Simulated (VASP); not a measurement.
A run of VASP 6.6.1:

File INCAR:

```
PREC = Accurate
ENCUT = 520
EDIFF = 1E-6
ISMEAR = 0
SIGMA = 0.05
LREAL = F
LASPH = T
NELM = 100
ALGO = Normal
ISIF = 2
LWAVE = F
LCHARG = T
GGA = PS
LELF = T
LVHAR = T
NBANDS = 30
```

The input KPOINTS:

```
Automatic mesh
0
Gamma
  8 8 4
```

POSCAR

```
SrMg3O4
1.0
    3.1634023984      0.0000000000      0.0000000000
    0.0000000000      3.1634023984      0.0000000000
    0.0000000000      0.0000000000      9.4392231717
Sr Mg O
1 3 4
Direct
    0.0000000000      0.0000000000     -0.0007617430
    0.5000000000      0.5000000000      0.7029674139
    0.0000000000      0.0000000000      0.4868540023
    0.5000000000      0.5000000000      0.2670672044
    0.0000000000      0.0000000000      0.2787312654
    0.5000000000      0.5000000000      0.0528488373
    0.0000000000      0.0000000000      0.7215888233
    0.5000000000      0.5000000000      0.4965457842
```

Potentials or basis: VASP PAW PBE potentials, release 64 (Sr_sv, Mg, O).

Command:

```console
$ cat potpaw_PBE.64/Sr_sv/POTCAR potpaw_PBE.64/Mg/POTCAR potpaw_PBE.64/O/POTCAR > POTCAR
$ mpirun -np 1 vasp_std > vasp.out
```

Hardware: 1 thread of Intel(R) Xeon(R) Platinum 8488C (Sapphire Rapids), on a shared host.

Task: How long does it take, and how much memory?

Result: Wall time 120 s on 1 thread of Intel(R) Xeon(R) Platinum 8488C (Sapphire Rapids), on a shared host, peak memory 0.27 GiB. Counts: scf iterations 16, k points 45.
